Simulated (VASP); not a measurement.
NaTiO3:

```
Na Ti O
1.0
     3.90000    0.00000    0.00000
     0.00000    3.90000    0.00000
     0.00000    0.00000    3.90000
Na Ti O
1 1 3
Cartesian
  0.0000 0.0000 0.0000
  1.9500 1.9500 1.9500
  1.9500 1.9500 0.0000
  0.0000 1.9500 1.9500
  1.9500 0.0000 1.9500
```

- Program: VASP 6.6.1
- Task: relaxation of cell and atoms
- Functional: LDA
- Potentials or basis: VASP PAW LDA potentials, release 64 (Na_pv, Ti_sv, O)
- Cutoff: 600 eV
- k mesh: 6 × 6 × 6
- Occupations: fermi-dirac, width 0.1 eV
- Spin: collinear spin
- Starting moments: [0.0, 0.5, 0.0, 0.0, 0.0] μB

At the start: pressure -10.1 GPa; volume 11.86 Å³/atom.

**Question.** How do energy, volume and symmetry change on relaxing?

**Answer.** Over 3 steps the energy falls by 25.7 meV/atom and the volume is 11.10 Å³/atom (-6.5 %); space group Pm-3m (No. 221, to 0.1 Å) before and after; moment 0.00 μB per cell.

Step by step:
```csv
step,energy change (eV),largest force (eV/Å),pressure (GPa),volume (Å³)
1,0.0000,0.0000,-10.10,59.32
2,-0.0705,0.0000,8.28,53.13
3,-0.1287,0.0000,-0.02,55.48
```

Final structure:
```xyz
5
Lattice="3.8141 0.0000 0.0000 0.0000 3.8141 0.0000 0.0000 0.0000 3.8141" Properties=species:S:1:pos:R:3 pbc="T T T"
Na    0.0000    0.0000    0.0000
Ti    1.9070    1.9070    1.9070
O     1.9070    1.9070    0.0000
O     0.0000    1.9070    1.9070
O     1.9070    0.0000    1.9070
```
